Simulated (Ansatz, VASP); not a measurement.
# Two plane-wave programs on Ir

```
Ir
1.0
     3.55162    2.05053    5.53657
    -3.55162    2.05053    5.53657
     0.00000   -4.10105    5.53657
Ir
12
Direct
  0.01162 0.66040 0.01162
  0.01162 0.01162 0.66040
  0.66040 0.01162 0.01162
  0.98838 0.33960 0.98838
  0.33960 0.98838 0.98838
  0.98838 0.98838 0.33960
  0.24112 0.59766 0.24112
  0.24112 0.24112 0.59766
  0.59766 0.24112 0.24112
  0.75888 0.40234 0.75888
  0.40234 0.75888 0.75888
  0.75888 0.75888 0.40234
```

Alike in both runs: functional PBE; k mesh 3 × 3 × 3; occupations gaussian, width 0.1 eV; no spin polarisation.

Ansatz relaxed the structure, and its values are those at the end. VASP's run is a single point on that final structure, the one shown.

```csv
,VASP,Ansatz
version,VASP 6.6.1,Ansatz 0.2.0
potentials or method,"VASP PAW PBE potentials, release 64 (Ir), cutoff 520 eV","scalar-relativistic, plane waves, PAW"
valence electrons in the cell,108,204
```

|  | VASP | Ansatz | Ansatz less VASP |
| --- | --- | --- | --- |
| gap on the k mesh at the Fermi level (eV) | none | none | - |
| pressure (GPa) | 0.0 | -0.1 | -0.02 |
| rms of the force components (eV/Å) | 0.028 | 0.006 | -0.0221 |

A gap of «none» marks a metal or a gap that the smearing closes. VASP's potentials hold 108 valence electrons a cell and Ansatz's 204, so a difference there can come from the potentials and not from the codes.

The k mesh is coarse, so the values compare programs but aren't converged. Neither program's run includes spin-orbit coupling.
